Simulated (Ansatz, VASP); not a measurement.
## Ir in VASP and in Ansatz

```
Ir
1.0
     0.00000    5.42260    0.00000
    -4.69611   -2.71130    0.00000
     0.00000    0.00000   32.44210
Ir
12
Direct
  0.00000 0.00000 0.33907
  0.00000 0.50000 0.33907
  0.50000 0.00000 0.33907
  0.50000 0.50000 0.33907
  0.33305 0.16541 0.40505
  0.33237 0.66695 0.40505
  0.83333 0.16667 0.40517
  0.83459 0.66763 0.40505
  0.66970 0.33418 0.47063
  0.66582 0.83553 0.47063
  0.16447 0.33030 0.47063
  0.16667 0.83333 0.47406
```

Alike in both runs: task single point; functional PBEsol; dispersion D4; k mesh 9 × 9 × 1; occupations methfessel-paxton of order 1, width 0.1 eV; no spin polarisation.

|  | VASP | Ansatz |
| --- | --- | --- |
| version | VASP 6.6.1 | Ansatz 0.2.0 |
| potentials or method | VASP PAW PBE potentials, release 64 (Ir), cutoff 400 eV | scalar-relativistic, plane waves, PAW |
| valence electrons in the cell | 108 | 204 |

Ansatz gave:

| Item | Value |
| --- | --- |
| gap on the k mesh at the Fermi level (eV) | none |
| rms of the force components (eV/Å) | 0.230 |

Q: Which values does VASP return?

A: gap on the k mesh at the Fermi level (eV): none; rms of the force components (eV/Å): 0.229.

VASP's potentials were made for PBE, not for PBEsol, and Ansatz warns of the same on its side. Atom by atom the forces differ by 0.030 eV/Å (rms over components). A gap of «none» marks a metal or a gap that the smearing closes. VASP's potentials hold 108 valence electrons a cell and Ansatz's 204, so a difference there can come from the potentials and not from the codes. Ansatz's warnings: xc potential rough in thin density.

Spin-orbit coupling is off throughout.
